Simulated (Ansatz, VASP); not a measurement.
## InAs: VASP beside Ansatz

File INCAR:

```
SYSTEM = InAs
PREC = Accurate
ENCUT = 500
EDIFF = 1E-6
ISMEAR = 0
SIGMA = 0.1
LREAL = .False.
LASPH = .True.
NELM = 120
ALGO = Normal
ISIF = 2
LWAVE = .False.
LCHARG = .False.
GGA = PE
NBANDS = 16
GGA_COMPAT = .False.
```

The input KPOINTS:

```
regular mesh
0
Gamma
  6 6 6
  0 0 0
```

The input POSCAR:

```
InAs
1.0
    0.0000000000      3.0179998900      3.0179998900
    3.0179998900      0.0000000000      3.0179998900
    3.0179998900      3.0179998900      0.0000000000
In As
1 1
Direct
    0.0000000000      0.0000000000      0.0000000000
    0.7500000000      0.7500000000      0.7500000000
```

Input for Ansatz:

```yaml
crystal:
  lattice:
    - [0.0, 3.01799989, 3.01799989]
    - [3.01799989, 0.0, 3.01799989]
    - [3.01799989, 3.01799989, 0.0]
  atoms:
    - { symbol: In, position: [0.0, 0.0, 0.0] }
    - { symbol: As, position: [0.75, 0.75, 0.75] }
basis:
  ecutwfc: 420
kpoints:
  mp_grid: { grid: [6, 6, 6] }
hamiltonian:
  xc: pbe
scf:
  occupations: { method: gaussian, width: 0.1 }
  lower_state_search: "off"
output:
  forces: true
  stress: true
  eigenvalues: true
```

Alike in both runs: task single point; functional PBE; k mesh 6 × 6 × 6; occupations gaussian, width 0.1 eV; no spin polarisation.

```csv
,VASP,Ansatz
version,VASP 6.6.1,Ansatz 0.2.0
potentials or method,"VASP PAW PBE potentials, release 64 (In_d, As), cutoff 500 eV","scalar-relativistic, plane waves, PAW"
valence electrons in the cell,18,28
```

```tsv
	VASP	Ansatz	Ansatz less VASP
gap on the k mesh at the Fermi level (eV)	none	none	-
pressure (GPa)	4.4	4.4	-0.07
```

A gap of «none» marks a metal or a gap that the smearing closes. The functional is the same, so the differences come from potentials, cutoffs and numerics. VASP's potentials hold 18 valence electrons a cell and Ansatz's 28, so a difference there can come from the potentials and not from the codes.
